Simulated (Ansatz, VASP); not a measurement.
TiIn2H6 in VASP and in Ansatz

```
Ti In H
1.0
     0.00000    3.58855    3.58855
     3.58855    0.00000    3.58855
     3.58855    3.58855    0.00000
Ti In H
1 2 6
Cartesian
  0.0000 0.0000 0.0000
  1.7943 1.7943 1.7943
  5.3828 5.3828 5.3828
  1.8208 3.5885 3.5885
  3.5885 1.8208 3.5885
  3.5885 3.5885 1.8208
  5.3563 3.5885 3.5885
  3.5885 5.3563 3.5885
  3.5885 3.5885 5.3563
```

Alike in both runs: functional PBE; k mesh 4 × 4 × 4; occupations gaussian, width 0.1 eV; no spin polarisation.

Ansatz relaxed the structure, and its values are those at the end. VASP's run is a single point on that final structure, the one shown.

```csv
,VASP,Ansatz
version,VASP 6.6.1,Ansatz 0.2.0
potentials or method,"VASP PAW PBE potentials, release 64 (Ti_sv, In_d, H), cutoff 520 eV","scalar-relativistic, plane waves, PAW"
valence electrons in the cell,44,44
```

```tsv
	VASP	Ansatz	Ansatz less VASP
gap on the k mesh at the Fermi level (eV)	none	none	-
pressure (GPa)	-0.4	-0.3	+0.11
rms of the force components (eV/Å)	0.008	0.007	-0.0007
```

A gap of «none» marks a metal or a gap that the smearing closes.

The k mesh is coarse, so the values compare programs but aren't converged.
